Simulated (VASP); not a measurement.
A run of VASP 6.6.1 is set up as follows.

Contents of POSCAR:

```
Ni
1.0
    2.4960355362      0.0000000000      0.0000000000
   -1.2480177681      2.1616301831      0.0000000000
    0.0000000000      0.0000000000      4.1526868216
Ni
2
Direct
    0.6666666667      0.3333333333      0.7500000000
    0.3333333333      0.6666666667      0.2500000000
```

File INCAR.step1:

```
SYSTEM = Ni
ALGO = Normal ; EDIFF = 1E-4
ENCUT = 520 ; GGA = PE
ISMEAR = -1 ; ISPIN = 2
LASPH = .TRUE. ; LCHARG = .FALSE.
LMAXMIX = 4 ; LREAL = .FALSE.
LWAVE = .TRUE. ; MAGMOM = 1 1
NBANDS = 21 ; NELM = 150
PREC = Accurate ; SIGMA = 0.05
```

File INCAR.step2:

```
SYSTEM = Ni
ALGO = Normal ; EDIFF = 1E-7
ENCUT = 520 ; ISIF = 2
ISMEAR = -1 ; ISPIN = 2
ISTART = 1 ; LASPH = .TRUE.
LCHARG = .TRUE. ; LELF = .TRUE.
LMAXMIX = 4 ; LMIXTAU = .TRUE.
LORBIT = 11 ; LREAL = .FALSE.
LVHAR = .TRUE. ; LWAVE = .FALSE.
MAGMOM = 1 1 ; METAGGA = R2SCAN
NBANDS = 21 ; NELM = 150
PREC = Accurate ; SIGMA = 0.05
```

KPOINTS

```
k-points
0
G
  12 12 7
  0 0 0
```

Potentials or basis: VASP PAW PBE potentials, release 64 (Ni).

The run is started by

```console
$ cat potpaw_PBE.64/Ni/POTCAR > POTCAR
$ cp INCAR.step1 INCAR
$ mpirun -np 1 vasp_std > vasp.out
$ cp INCAR.step2 INCAR
$ mpirun -np 1 vasp_std > vasp.out
```

**Question.** Estimate the net moment.

**Answer.** 1.47 μB per cell.

**Question.** Predict the pressure.

**Answer.** -10.8 GPa.

**Question.** What does it give for the site moments?

**Answer.** Ni +0.76 μB.

Stress tensor (GPa, compression positive):
```
-10.93   0.00   0.00
  0.00 -10.93   0.00
  0.00   0.00 -10.59
```

Caveat: the cell stands under tension; the PAW data sets were made with another functional, which shifts forces and pressure a little.
